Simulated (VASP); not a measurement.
## NaCl: single point with PBE

The system is NaCl.

```
Na Cl
1.0
     0.00000    2.79394    2.79394
     2.79394    0.00000    2.79394
     2.79394    2.79394    0.00000
Na Cl
1 1
Direct
  0.00000 0.00000 0.00000
  0.50000 0.50000 0.50000
```

```
Program             : VASP 6.6.1
Task                : single point
Functional          : PBE
Potentials or basis : VASP PAW PBE potentials, release 64 (Na_pv, Cl)
Cutoff              : 500 eV
k mesh              : 8 × 8 × 8
Occupations         : fermi-dirac, width 0.1 eV
Spin                : no spin polarisation
```

- Pressure: 1.5 GPa
- Band gap on the k mesh: 5.22 eV, direct

Levels at points of the mesh, in eV from the valence-band top:
| k point | band 5 | band 6 | band 7 | band 8 | band 9 | band 10 |
| --- | --- | --- | --- | --- | --- | --- |
| (0.00, 0.00, 0.00) | 0.00 | 0.00 | 0.00 | 5.22 | 11.15 | 11.15 |
| (0.50, 0.00, 0.00) | -2.01 | -0.28 | -0.28 | 7.32 | 10.85 | 11.04 |
| (0.50, 0.50, 0.00) | -1.73 | -0.62 | -0.62 | 7.62 | 8.05 | 11.52 |

Run time: 30 s on 1 thread of Intel Xeon 8259CL, on a shared host, peak memory 0.16 GiB.

As with any semilocal functional, this PBE gap is likely too small.
